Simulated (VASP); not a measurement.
# WS2 (P6_3/mmc) in VASP: further runs

WS2 is run at these levels: PBE+D3(BJ); tasks: single point.

All numbers are computed with VASP 6.6.1; they aren't measurements. Logs are shortened: lines on timing, memory, paths and dates and some standing lists are left out, and cuts for length are marked.

## (1) The cell of the first run

The structure is hexagonal, space group P6_3/mmc (No. 194). The conventional cell has a = 3.154 Å, b = 3.154 Å, c = 12.024 Å, α = 90.00°, β = 90.00°, γ = 120.00°. Within 3.2 Å of W (site symmetry -6m2) lie 6 S at 2.41 Å and 6 W at 3.15 Å. Within 3.2 Å of S (site symmetry 3m) lie 3 W at 2.41 Å and 7 S at 3.15 Å.

## (2) Single point, PBE+D3(BJ)

The input, INCAR:

```
SYSTEM = WS2
PREC = Accurate
ENCUT = 520
EDIFF = 1E-6
ISMEAR = 0
SIGMA = 0.02
LREAL = .False.
LASPH = .True.
NELM = 80
ALGO = Normal
ISIF = 2
LWAVE = .False.
LCHARG = .True.
GGA = PE
IVDW = 12
LELF = .True.
LVHAR = .True.
NBANDS = 35
```

The input, KPOINTS:

```
Automatic mesh
0
Gamma
  12 12 4
  0 0 0
```

The input, POSCAR:

```
WS2
1.0
    3.1541811833      0.0000000000      0.0000000000
   -1.5770905917      2.7316010329      0.0000000000
    0.0000000000      0.0000000000     12.0244625889
W S
2 4
Direct
    0.3333333333      0.6666666667      0.7500000000
    0.6666666667      0.3333333333      0.2500000000
    0.3333333333      0.6666666667      0.1191779002
    0.6666666667      0.3333333333      0.6191779002
    0.3333333333      0.6666666667      0.3808220998
    0.6666666667      0.3333333333      0.8808220998
```

Potentials or basis: VASP PAW PBE potentials, release 64 (W_sv, S).

Launch:

```
cat potpaw_PBE.64/W_sv/POTCAR potpaw_PBE.64/S/POTCAR > POTCAR
mpirun -np 1 vasp_std > vasp.out
```

OUTCAR:

```text
SYSTEM = WS2
   PREC = Accurate
   ENCUT = 520
   EDIFF = 1E-6
   ISMEAR = 0
   LREAL = .False.
   LASPH = .True.
   NELM = 80
   ISIF = 2
   GGA = PE
   IVDW = 12
 IVDW          = 12

 ion  position               nearest neighbor table
   1  0.333  0.667  0.750-   4 2.41   6 2.41   4 2.41   6 2.41   4 2.41   6 2.41
   2  0.667  0.333  0.250-   3 2.41   5 2.41   3 2.41   5 2.41   3 2.41   5 2.41
   3  0.333  0.667  0.119-   2 2.41   2 2.41   2 2.41
   4  0.667  0.333  0.619-   1 2.41   1 2.41   1 2.41
   5  0.333  0.667  0.381-   2 2.41   2 2.41   2 2.41
   6  0.667  0.333  0.881-   1 2.41   1 2.41   1 2.41

  LATTYP: Found a hexagonal cell.
 ALAT       =     3.1541811833
 C/A-ratio  =     3.8122295106

  Lattice vectors:

 A1 = (   3.1541811833,   0.0000000000,   0.0000000000)
 A2 = (  -1.5770905917,   2.7316010329,   0.0000000000)
 A3 = (   0.0000000000,   0.0000000000,  12.0244625889)

Analysis of symmetry for initial positions (statically):
=====================================================================
 Subroutine PRICEL returns:
 Original cell was already a primitive cell.

 Routine SETGRP: Setting up the symmetry group for a
 hexagonal supercell.

 Subroutine GETGRP returns: Found 24 space group operations
 (whereof 12 operations were pure point group operations)
 out of a pool of 24 trial point group operations.

The static configuration has the point symmetry D_3d.
 The point group associated with its full space group is D_6h.

Analysis of symmetry for dynamics (positions and initial velocities):
=====================================================================
 Subroutine PRICEL returns:
 Original cell was already a primitive cell.

 Routine SETGRP: Setting up the symmetry group for a
 hexagonal supercell.

 Subroutine GETGRP returns: Found 24 space group operations
 (whereof 12 operations were pure point group operations)
 out of a pool of 24 trial point group operations.

The dynamic configuration has the point symmetry D_3d.
 The point group associated with its full space group is D_6h.

 Subroutine INISYM returns: Found 24 space group operations
 (whereof 12 operations are pure point group operations),
 and found     1 'primitive' translations

----------------------------------------------------------------------------------------

                                     Primitive cell

  volume of cell :     103.6023

  direct lattice vectors                    reciprocal lattice vectors
     3.154181183  0.000000000  0.000000000     0.317039492  0.183042836  0.000000000
    -1.577090592  2.731601033  0.000000000     0.000000000  0.366085672  0.000000000
     0.000000000  0.000000000 12.024462589     0.000000000  0.000000000  0.083163800

  length of vectors
     3.154181183  3.154181183 12.024462589     0.366085672  0.366085672  0.083163800

  position of ions in fractional coordinates (direct lattice)
     0.333333333  0.666666667  0.750000000
     0.666666667  0.333333333  0.250000000
     0.333333333  0.666666667  0.119177900
     0.666666667  0.333333333  0.619177900
     0.333333333  0.666666667  0.380822100
     0.666666667  0.333333333  0.880822100

  ion indices of the primitive-cell ions
   primitive index   ion index
                 1           1
                 2           2
                 3           3
                 4           4
                 5           5
                 6           6

----------------------------------------------------------------------------------------

 KPOINTS: Automatic mesh

Automatic generation of k-mesh.
 Grid dimensions read from file:
 generate k-points for:   12   12    4

 Generating k-lattice:

  Cartesian coordinates                     Fractional coordinates (reciprocal lattice)
     0.026419958  0.015253570  0.000000000     0.083333333  0.000000000  0.000000000
     0.000000000  0.030507139  0.000000000     0.000000000  0.083333333  0.000000000
     0.000000000  0.000000000  0.020790950     0.000000000  0.000000000  0.250000000

  Length of vectors
     0.030507139  0.030507139  0.020790950

  Shift w.r.t. Gamma in fractional coordinates (k-lattice)
     0.000000000  0.000000000  0.000000000

 Subroutine IBZKPT returns following result:
 ===========================================

 Found     57 irreducible k-points:

 Following reciprocal coordinates:
            Coordinates               Weight
  0.000000  0.000000  0.000000      1.000000
  0.083333 -0.000000  0.000000      6.000000
  0.166667 -0.000000  0.000000      6.000000
  0.250000 -0.000000  0.000000      6.000000
  0.333333 -0.000000  0.000000      6.000000
  0.416667 -0.000000  0.000000      6.000000
[... 16 lines left out ...]
  0.250000 -0.000000  0.250000     12.000000
  0.333333 -0.000000  0.250000     12.000000
 [... further k-points ...]
   k-points           NKPTS =     57   k-points in BZ     NKDIM =     57   number of bands    NBANDS=     35
   number of dos      NEDOS =    301   number of ions     NIONS =      6
   total plane-waves  NPLWV =  51840
   dimension x,y,z NGX =    24 NGY =   24 NGZ =   90
   dimension x,y,z NGXF=    48 NGYF=   48 NGZF=  180
   ions per type =               2   4
   NGX,Y,Z   is equivalent  to a cutoff of  12.65, 12.65, 12.44 a.u.
   NGXF,Y,Z  is equivalent  to a cutoff of  25.30, 25.30, 24.89 a.u.
 SYSTEM =  WS2
   PREC   = accura    normal or accurate (medium, high low for compatibility)
   ISTART =      0    job   : 0-new  1-cont  2-samecut
   ICHARG =      2    charge: 1-file 2-atom 10-const
   ISPIN  =      1    spin polarized calculation?
   LNONCOLLINEAR =      F non collinear calculations
   LSORBIT =      F    spin-orbit coupling
   LASPH  =      T    aspherical Exc in radial PAW
   ENCUT  =  520.0 eV  38.22 Ry    6.18 a.u.   5.86  5.86 22.36*2*pi/ulx,y,z
   NELM   =     80;   NELMIN=  2; NELMDL= -5     # of ELM steps
   EDIFF  = 0.1E-05   stopping-criterion for ELM
   LREAL  =      F    real-space projection
   EDIFFG = 0.1E-04   stopping-criterion for IOM
   NSW    =      0    number of steps for IOM
   IBRION =     -1    ionic relax: 0-MD 1-quasi-New 2-CG
   NFREE  =      0    steps in history (QN), initial steepest desc. (CG)
   ISIF   =      2    stress and relaxation
   ISYM   =      2    0-nonsym 1-usesym 2-fastsym
   POTIM  = 0.5000    time-step for ionic-motion
   TEBEG  =    0.0;   TEEND  =   0.0 temperature during run
   PSTRESS=    0.0 pullay stress
   NELECT =      52.0000    total number of electrons
   NUPDOWN=      -1.0000    fix difference up-down
   EMIN   =  10.00;   EMAX   =-10.00  energy-range for DOS
   EFERMI =   0.00;   METHOD = LEGACY
   ISMEAR =     0;   SIGMA  =   0.02  broadening in eV -4-tet -1-fermi 0-gaus
   EFERMI_NEDOS =   21; number of points for ismear=-14 and -15
   IALGO  =     38    algorithm
   IMIX   =      4    mixing-type and parameters
     AMIX     =   0.40;   BMIX     =  1.00
     AMIX_MAG =   1.60;   BMIX_MAG =  1.00
  volume/ion in A,a.u.               =      17.27       116.52
  Fermi-wavevector in a.u.,A,eV,Ry     =   1.301026  2.458583 23.030167  1.692670
  Thomas-Fermi vector in A             =   2.432187
   LORBIT       =      0    0 simple, 1 ext, 2 COOP (PROOUT), +10 PAW based schemes
   GGA     = PE    functional components
   LHFCALC =     F    Hartree Fock is set to
   AEXX    =    0.0000 exact exchange contribution
   IVDW    =    12    specifies the selected vdW correction
   LEPSILON=     F    determine dielectric tensor
   LRPA    =     F    only Hartree local field effects (RPA)
 non-spin polarized calculation
 Gauss-broadening in eV      SIGMA  =   0.02
  energy-cutoff  :      520.00
  volume of cell :      103.60
 maximum number of plane-waves:      2818
 NGX is ok and might be reduce to    24
   NGX = 11   NGY = 11   NGZ = 45

 number of electron      51.9999994 magnetization

 Free energy of the ion-electron system (eV)
  ---------------------------------------------------
  ext. energy  EPLUGINS =         0.00000000
  ---------------------------------------------------
  free energy    TOTEN  =       -47.15951543 eV

  energy without entropy =      -47.15951543  energy(sigma->0) =      -47.15951543

 E-fermi :   8.0401     XC(G=0): -11.1445

 val. band max:        7.8988505021   @ k =   0.0000   0.0000   0.0000
 cond. band min:       8.7529388647   @ k =   0.1667   0.1667   0.0000
 fundamental gap:      0.8540883627
 Fermi energy:         8.0400582463

 k-point     1 :       0.0000    0.0000    0.0000
  band No.  band energies     occupation
      1     -66.7920      2.00000
      2     -66.7920      2.00000
      3     -31.0501      2.00000
      4     -31.0500      2.00000
      5     -30.8730      2.00000
      6     -30.8730      2.00000
[... 27 lines left out ...]
     34      10.3817      0.00000
     35      12.6198      0.00000

 k-point     2 :       0.0833   -0.0000    0.0000
  band No.  band energies     occupation
      1     -66.7907      2.00000
      2     -66.7907      2.00000
      3     -31.0455      2.00000
      4     -31.0455      2.00000
      5     -30.8980      2.00000
      6     -30.8980      2.00000
[... 27 lines left out ...]
     34      10.3721      0.00000
     35      13.1646      0.00000

 k-point     3 :       0.1667   -0.0000    0.0000
  band No.  band energies     occupation
      1     -66.7872      2.00000
      2     -66.7872      2.00000
      3     -31.0332      2.00000
      4     -31.0331      2.00000
      5     -30.9660      2.00000
      6     -30.9660      2.00000
[... 27 lines left out ...]
     34      10.9211      0.00000
     35      14.2582      0.00000

 k-point     4 :       0.2500   -0.0000    0.0000
  band No.  band energies     occupation
      1     -66.7825      2.00000
      2     -66.7825      2.00000
      3     -31.0576      2.00000
      4     -31.0575      2.00000
      5     -31.0162      2.00000
      6     -31.0162      2.00000
[... 27 lines left out ...]
     34      11.5019      0.00000
     35      14.5948      0.00000

 k-point     5 :       0.3333   -0.0000    0.0000
  band No.  band energies     occupation
      1     -66.7777      2.00000
      2     -66.7777      2.00000
      3     -31.1477      2.00000
      4     -31.1477      2.00000
      5     -30.9992      2.00000
      6     -30.9992      2.00000
[... 638 lines left out ...]
 k-point    22 :       0.1667   -0.0000    0.2500
  band No.  band energies     occupation
      1     -66.7872      2.00000
      2     -66.7872      2.00000
      3     -31.0332      2.00000
      4     -31.0331      2.00000
      5     -30.9660      2.00000
      6     -30.9660      2.00000
[... 27 lines left out ...]
     34      10.9031      0.00000
     35      14.2965      0.00000

 k-point    23 :       0.2500   -0.0000    0.2500
  band No.  band energies     occupation
      1     -66.7825      2.00000
      2     -66.7825      2.00000
      3     -31.0576      2.00000
      4     -31.0576      2.00000
      5     -31.0162      2.00000
      6     -31.0162      2.00000
[... 27 lines left out ...]
     34      11.4612      0.00000
     35      14.5025      0.00000

 k-point    24 :       0.3333   -0.0000    0.2500
  band No.  band energies     occupation
      1     -66.7777      2.00000
      2     -66.7777      2.00000
      3     -31.1477      2.00000
      4     -31.1477      2.00000
      5     -30.9992      2.00000
      6     -30.9992      2.00000
[... 27 lines left out ...]
     34      11.8717      0.00000
     35      13.5767      0.00000

 [... further k-points ...]

------------------------ aborting loop because EDIFF is reached ----------------------------------------

 Edisp (eV)   -2.63829

 E8    (eV) :    -1.1089

  FORCE on cell =-STRESS in cart. coord.  units (eV):
  Direction    XX          YY          ZZ          XY          YZ          ZX
  --------------------------------------------------------------------------------------
  -------------------------------------------------------------------------------------
  Total       0.04572     0.04572     0.42582    -0.00000    -0.00000     0.00000
  in kB       0.70704     0.70704     6.58522    -0.00000    -0.00000     0.00000
  external pressure =        2.67 kB  Pullay stress =        0.00 kB

 VOLUME and BASIS-vectors are now :
 -----------------------------------------------------------------------------
  energy-cutoff  :      520.00
  volume of cell :      103.60
      direct lattice vectors                 reciprocal lattice vectors
     3.154181183  0.000000000  0.000000000     0.317039492  0.183042836  0.000000000
    -1.577090592  2.731601033  0.000000000     0.000000000  0.366085672  0.000000000
     0.000000000  0.000000000 12.024462589     0.000000000  0.000000000  0.083163800

 POSITION                                       TOTAL-FORCE (eV/Angst)
 -----------------------------------------------------------------------------------
     -0.00000      1.82107      9.01835         0.000000      0.000000     -0.000000
      1.57709      0.91053      3.00612        -0.000000     -0.000000     -0.000000
     -0.00000      1.82107      1.43305        -0.000000      0.000000     -0.003211
      1.57709      0.91053      7.44528         0.000000      0.000000     -0.003211
     -0.00000      1.82107      4.57918        -0.000000      0.000000      0.003211
      1.57709      0.91053     10.59141        -0.000000     -0.000000      0.003211
 -----------------------------------------------------------------------------------
    total drift:                               -0.000000      0.000000     -0.000000

  FREE ENERGIE OF THE ION-ELECTRON SYSTEM (eV)
  ---------------------------------------------------
  free  energy   TOTEN  =       -49.7978055154 eV

  energy  without entropy=      -49.7978055154  energy(sigma->0) =      -49.79780552
```

Wall time 2.8 min (1 thread of Intel Xeon Platinum 8488C (Sapphire Rapids), shared host); peak memory 0.32 GiB.

What came out:

```yaml
Free_energy: -49.7978 eV
Pressure: 0.3 GPa
Largest_force: 0.003 eV/Å
Band_gap_on_the_k_mesh: 0.85 eV (least direct gap 1.82 eV)
Dispersion_energy_per_atom: -0.440 eV
```

Forces in eV/Å, atoms in the order of the input:
```
W    0.000  0.000  0.000
W    0.000  0.000  0.000
S    0.000  0.000 -0.003
S    0.000  0.000 -0.003
S    0.000  0.000  0.003
S    0.000  0.000  0.003
```

Caveat: spin-orbit coupling is left out, which moves the levels of the heavy elements. A k mesh can miss the band edges.

(Part 1 of 3 ends here.)
